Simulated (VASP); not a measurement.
# LiF (Fm-3m) in VASP: further runs, part 2 of 3

VASP 6.6.1. Earlier steps stand in the parts before.

## (3) Single point, LDA (volume scaled by 0.96)

INCAR reads:

```
SYSTEM = LiF
  PREC = Accurate
  ENCUT = 520
  EDIFF = 1E-6
  ISMEAR = 0
  SIGMA = 0.05
  LREAL = .False.
  LASPH = .True.
  NELM = 100
  ALGO = Normal
  ISIF = 2
  LWAVE = .False.
  LCHARG = .False.
  NBANDS = 12
```

KPOINTS reads:

```
regular mesh
0
Gamma
  10 10 10
  0 0 0
```

POSCAR reads:

```
LiF
1.0
    0.0000000000      1.9280277368      1.9280277368
    1.9280277368      0.0000000000      1.9280277368
    1.9280277368      1.9280277368      0.0000000000
Li F
1 1
Direct
    0.0000000000      0.0000000000      0.0000000000
    0.5000000000      0.5000000000      0.5000000000
```

Potentials or basis: VASP PAW LDA potentials, release 64 (Li_sv, F).

On the command line:

```bash
cat potpaw_LDA.64/Li_sv/POTCAR potpaw_LDA.64/F/POTCAR > POTCAR
mpirun -np 1 vasp_std > vasp.out
```

OUTCAR:

```text
SYSTEM = LiF
   PREC = Accurate
   ENCUT = 520
   EDIFF = 1E-6
   ISMEAR = 0
   LREAL = .False.
   LASPH = .True.
   NELM = 100
   ISIF = 2

 ion  position               nearest neighbor table
   1  0.000  0.000  0.000-   2 1.93   2 1.93   2 1.93   2 1.93   2 1.93   2 1.93
   2  0.500  0.500  0.500-   1 1.93   1 1.93   1 1.93   1 1.93   1 1.93   1 1.93

  LATTYP: Found a face centered cubic cell.
 ALAT       =     3.8560554736

  Lattice vectors:

 A1 = (   0.0000000000,   1.9280277368,   1.9280277368)
 A2 = (   1.9280277368,   0.0000000000,   1.9280277368)
 A3 = (   1.9280277368,   1.9280277368,   0.0000000000)

Analysis of symmetry for initial positions (statically):
=====================================================================
 Subroutine PRICEL returns:
 Original cell was already a primitive cell.

 Routine SETGRP: Setting up the symmetry group for a
 face centered cubic supercell.

 Subroutine GETGRP returns: Found 48 space group operations
 (whereof 48 operations were pure point group operations)
 out of a pool of 48 trial point group operations.

The static configuration has the point symmetry O_h .

Analysis of symmetry for dynamics (positions and initial velocities):
=====================================================================
 Subroutine PRICEL returns:
 Original cell was already a primitive cell.

 Routine SETGRP: Setting up the symmetry group for a
 face centered cubic supercell.

 Subroutine GETGRP returns: Found 48 space group operations
 (whereof 48 operations were pure point group operations)
 out of a pool of 48 trial point group operations.

The dynamic configuration has the point symmetry O_h .

 Subroutine INISYM returns: Found 48 space group operations
 (whereof 48 operations are pure point group operations),
 and found     1 'primitive' translations

----------------------------------------------------------------------------------------

                                     Primitive cell

  volume of cell :      14.3341

  direct lattice vectors                    reciprocal lattice vectors
     0.000000000  1.928027737  1.928027737    -0.259332369  0.259332369  0.259332369
     1.928027737  0.000000000  1.928027737     0.259332369 -0.259332369  0.259332369
     1.928027737  1.928027737  0.000000000     0.259332369  0.259332369 -0.259332369

  length of vectors
     2.726642974  2.726642974  2.726642974     0.449176839  0.449176839  0.449176839

  position of ions in fractional coordinates (direct lattice)
     0.000000000  0.000000000  0.000000000
     0.500000000  0.500000000  0.500000000

  ion indices of the primitive-cell ions
   primitive index   ion index
                 1           1
                 2           2

----------------------------------------------------------------------------------------

 KPOINTS: regular mesh

Automatic generation of k-mesh.
 Grid dimensions read from file:
 generate k-points for:   10   10   10

 Generating k-lattice:

  Cartesian coordinates                     Fractional coordinates (reciprocal lattice)
    -0.025933237  0.025933237  0.025933237     0.100000000  0.000000000  0.000000000
     0.025933237 -0.025933237  0.025933237     0.000000000  0.100000000  0.000000000
     0.025933237  0.025933237 -0.025933237     0.000000000  0.000000000  0.100000000

  Length of vectors
     0.044917684  0.044917684  0.044917684

  Shift w.r.t. Gamma in fractional coordinates (k-lattice)
     0.000000000  0.000000000  0.000000000

 Subroutine IBZKPT returns following result:
 ===========================================

 Found     47 irreducible k-points:

 Following reciprocal coordinates:
            Coordinates               Weight
  0.000000  0.000000  0.000000      1.000000
  0.100000  0.000000  0.000000      8.000000
  0.200000  0.000000  0.000000      8.000000
  0.300000  0.000000  0.000000      8.000000
  0.400000  0.000000  0.000000      8.000000
  0.500000  0.000000  0.000000      4.000000
[... 16 lines left out ...]
  0.300000  0.300000  0.000000      6.000000
  0.400000  0.300000  0.000000     24.000000
 [... further k-points ...]
   k-points           NKPTS =     47   k-points in BZ     NKDIM =     47   number of bands    NBANDS=     12
   number of dos      NEDOS =    301   number of ions     NIONS =      2
   total plane-waves  NPLWV =   8000
   dimension x,y,z NGX =    20 NGY =   20 NGZ =   20
   dimension x,y,z NGXF=    40 NGYF=   40 NGZF=   40
   ions per type =               1   1
   NGX,Y,Z   is equivalent  to a cutoff of  12.19, 12.19, 12.19 a.u.
   NGXF,Y,Z  is equivalent  to a cutoff of  24.39, 24.39, 24.39 a.u.
 SYSTEM =  LiF
   PREC   = accura    normal or accurate (medium, high low for compatibility)
   ISTART =      0    job   : 0-new  1-cont  2-samecut
   ICHARG =      2    charge: 1-file 2-atom 10-const
   ISPIN  =      1    spin polarized calculation?
   LNONCOLLINEAR =      F non collinear calculations
   LSORBIT =      F    spin-orbit coupling
   LASPH  =      T    aspherical Exc in radial PAW
   ENCUT  =  520.0 eV  38.22 Ry    6.18 a.u.   5.07  5.07  5.07*2*pi/ulx,y,z
   NELM   =    100;   NELMIN=  2; NELMDL= -5     # of ELM steps
   EDIFF  = 0.1E-05   stopping-criterion for ELM
   LREAL  =      F    real-space projection
   EDIFFG = 0.1E-04   stopping-criterion for IOM
   NSW    =      0    number of steps for IOM
   IBRION =     -1    ionic relax: 0-MD 1-quasi-New 2-CG
   NFREE  =      0    steps in history (QN), initial steepest desc. (CG)
   ISIF   =      2    stress and relaxation
   ISYM   =      2    0-nonsym 1-usesym 2-fastsym
   POTIM  = 0.5000    time-step for ionic-motion
   TEBEG  =    0.0;   TEEND  =   0.0 temperature during run
   PSTRESS=    0.0 pullay stress
   NELECT =      10.0000    total number of electrons
   NUPDOWN=      -1.0000    fix difference up-down
   EMIN   =  10.00;   EMAX   =-10.00  energy-range for DOS
   EFERMI =   0.00;   METHOD = LEGACY
   ISMEAR =     0;   SIGMA  =   0.05  broadening in eV -4-tet -1-fermi 0-gaus
   EFERMI_NEDOS =   21; number of points for ismear=-14 and -15
   IALGO  =     38    algorithm
   IMIX   =      4    mixing-type and parameters
     AMIX     =   0.40;   BMIX     =  1.00
     AMIX_MAG =   1.60;   BMIX_MAG =  1.00
  volume/ion in A,a.u.               =       7.17        48.37
  Fermi-wavevector in a.u.,A,eV,Ry     =   1.451950  2.743787 28.683228  2.108158
  Thomas-Fermi vector in A             =   2.569388
   LORBIT       =      0    0 simple, 1 ext, 2 COOP (PROOUT), +10 PAW based schemes
   GGA     = CA    functional components
   LHFCALC =     F    Hartree Fock is set to
   AEXX    =    0.0000 exact exchange contribution
   IVDW    =     0    specifies the selected vdW correction
   LEPSILON=     F    determine dielectric tensor
   LRPA    =     F    only Hartree local field effects (RPA)
 non-spin polarized calculation
 Gauss-broadening in eV      SIGMA  =   0.05
  energy-cutoff  :      520.00
  volume of cell :       14.33
 maximum number of plane-waves:       396
   NGX = 11   NGY = 11   NGZ = 11

 number of electron      10.0000000 magnetization

 number of electron       9.9999976 magnetization

 Free energy of the ion-electron system (eV)
  ---------------------------------------------------
  ext. energy  EPLUGINS =         0.00000000
  ---------------------------------------------------
  free energy    TOTEN  =       -10.49224934 eV

  energy without entropy =      -10.49224934  energy(sigma->0) =      -10.49224934

 E-fermi :  -0.1780     XC(G=0): -11.3381

 val. band max:       -0.4173654155   @ k =   0.0000   0.0000   0.0000
 cond. band min:       9.6977679380   @ k =   0.0000   0.0000   0.0000
 fundamental gap:     10.1151333534
 Fermi energy:        -0.1779672090

 k-point     1 :       0.0000    0.0000    0.0000
  band No.  band energies     occupation
      1     -39.9578      2.00000
      2     -20.3719      2.00000
      3      -0.4174      2.00000
      4      -0.4174      2.00000
      5      -0.4174      2.00000
      6       9.6978      0.00000
      7      24.7590      0.00000
      8      24.7590      0.00000
      9      24.7590      0.00000
     10      24.7848      0.00000
     11      24.7848      0.00000
     12      24.7848      0.00000
[... 331 lines left out ...]
 k-point    24 :       0.4000    0.3000    0.0000
  band No.  band energies     occupation
      1     -39.8355      2.00000
      2     -19.6748      2.00000
      3      -3.2504      2.00000
      4      -1.5109      2.00000
      5      -1.3716      2.00000
      6      13.5953      0.00000
      7      16.7208      0.00000
      8      19.1651      0.00000
      9      20.7234      0.00000
     10      21.8317      0.00000
     11      36.2836      0.00000
     12      36.4813      0.00000

 [... further k-points ...]
[... 5 lines left out ...]
  --------------------------------------------------------------------------------------
  -------------------------------------------------------------------------------------
  Total        0.3260216      0.3260216      0.3260216      0.0000000      0.0000000      0.0000000
  in kB       36.4407337     36.4407337     36.4407337      0.0000000      0.0000000      0.0000000
  external PRESSURE =      36.4407337 kB  Pullay stress =       0.0000000 kB

 VOLUME and BASIS-vectors are now :
 -----------------------------------------------------------------------------
  energy-cutoff  :      520.00
  volume of cell :       14.33
      direct lattice vectors                 reciprocal lattice vectors
     0.000000000  1.928027737  1.928027737    -0.259332369  0.259332369  0.259332369
     1.928027737  0.000000000  1.928027737     0.259332369 -0.259332369  0.259332369
     1.928027737  1.928027737  0.000000000     0.259332369  0.259332369 -0.259332369

 POSITION                                       TOTAL-FORCE (eV/Angst)
 -----------------------------------------------------------------------------------
      0.00000      0.00000      0.00000         0.000000      0.000000     -0.000000
      1.92803      1.92803      1.92803        -0.000000     -0.000000      0.000000
 -----------------------------------------------------------------------------------
    total drift:                                0.000000      0.000000      0.000000

  FREE ENERGIE OF THE ION-ELECTRON SYSTEM (eV)
  ---------------------------------------------------
  free  energy   TOTEN  =       -10.4922493406 eV

  energy  without entropy=      -10.4922493406  energy(sigma->0) =      -10.49224934
```

OSZICAR:

```text
N       E                     dE             d eps       ncg     rms          rms(c)
DAV:   1     0.304165391941E+02    0.30417E+02   -0.54430E+03  1164   0.842E+02
DAV:   2    -0.997896962334E+01   -0.40396E+02   -0.39536E+02  1344   0.191E+02
DAV:   3    -0.109799338016E+02   -0.10010E+01   -0.99867E+00  1464   0.259E+01
DAV:   4    -0.109873598948E+02   -0.74261E-02   -0.74259E-02  1300   0.247E+00
DAV:   5    -0.109874082984E+02   -0.48404E-04   -0.48403E-04  1432   0.151E-01    0.426E+00
DAV:   6    -0.105067001092E+02    0.48071E+00   -0.21157E+00  1276   0.923E+00    0.126E+00
DAV:   7    -0.104969530005E+02    0.97471E-02   -0.16803E-02  1448   0.110E+00    0.774E-01
DAV:   8    -0.104922628350E+02    0.46902E-02   -0.78570E-03  1504   0.948E-01    0.935E-02
DAV:   9    -0.104922384945E+02    0.24341E-04   -0.72147E-04  1300   0.253E-01    0.365E-02
DAV:  10    -0.104922498883E+02   -0.11394E-04   -0.25090E-05  1324   0.383E-02    0.794E-03
DAV:  11    -0.104922493406E+02    0.54779E-06   -0.14800E-06  1128   0.133E-02
   1 F= -.10492249E+02 E0= -.10492249E+02  d E =-.346585E-13
```

It took 8 s on 1 thread of Intel Xeon Platinum 8259CL at 2.50GHz (Skylake/Cascade Lake), shared host; peak memory 0.11 GiB.

Results:

- Free energy: -10.4922 eV
- Band gap on the k mesh: 10.12 eV, direct

Caveat: the cutoff is under 1.25 times the usual one of these potentials, so pressure, stress and relaxed cells hold a basis-set (Pulay) error. A k mesh can miss the band edges.

## (4) Single point, PBEsol+D3(BJ) (volume scaled by 0.98)

INCAR reads:

```
PREC = Accurate
ENCUT = 520
EDIFF = 1E-6
ISMEAR = 0
SIGMA = 0.05
LREAL = F
LASPH = T
NELM = 100
ALGO = Normal
ISIF = 2
LWAVE = F
LCHARG = F
GGA = PS
IVDW = 12
NBANDS = 12
```

KPOINTS reads:

```
Automatic mesh
0
Gamma
  10 10 10
```

POSCAR reads:

```
LiF
1.0
    0.0000000000      1.9634386513      1.9634386513
    1.9634386513      0.0000000000      1.9634386513
    1.9634386513      1.9634386513      0.0000000000
Li F
1 1
Direct
    0.0000000000      0.0000000000      0.0000000000
    0.5000000000      0.5000000000      0.5000000000
```

Potentials or basis: VASP PAW PBE potentials, release 64 (Li_sv, F).

On the command line:

```bash
cat potpaw_PBE.64/Li_sv/POTCAR potpaw_PBE.64/F/POTCAR > POTCAR
mpirun -np 1 vasp_std > vasp.out
```

It took 7.1 s on 1 thread of Intel Xeon Platinum 8259CL at 2.50GHz (Skylake/Cascade Lake), shared host; peak memory 0.14 GiB.

It converged, with:

```
Free energy                : -10.1481 eV
Band gap on the k mesh     : 9.62 eV, direct
Dispersion energy per atom : -0.156 eV
```

Levels at points of the mesh, in eV from the valence-band top:
```tsv
k point	band 1	band 2	band 3	band 4	band 5	band 6	band 7	band 8	band 9	band 10
(0.00, 0.00, 0.00)	-40.06	-20.08	0.00	0.00	0.00	9.62	24.81	24.81	24.81	24.86
(0.50, 0.00, 0.00)	-39.97	-19.59	-2.80	-0.26	-0.26	10.97	17.47	19.33	19.33	31.59
(0.50, 0.50, 0.00)	-39.95	-19.25	-3.41	-1.13	-1.13	15.36	16.54	18.28	20.98	20.98
```

Caveat: the cutoff is under 1.25 times the usual one of these potentials, so pressure, stress and relaxed cells hold a basis-set (Pulay) error; the PAW data sets were made with another functional, which shifts forces and pressure a little. A k mesh can miss the band edges.

(Part 2 of 3 ends here.)
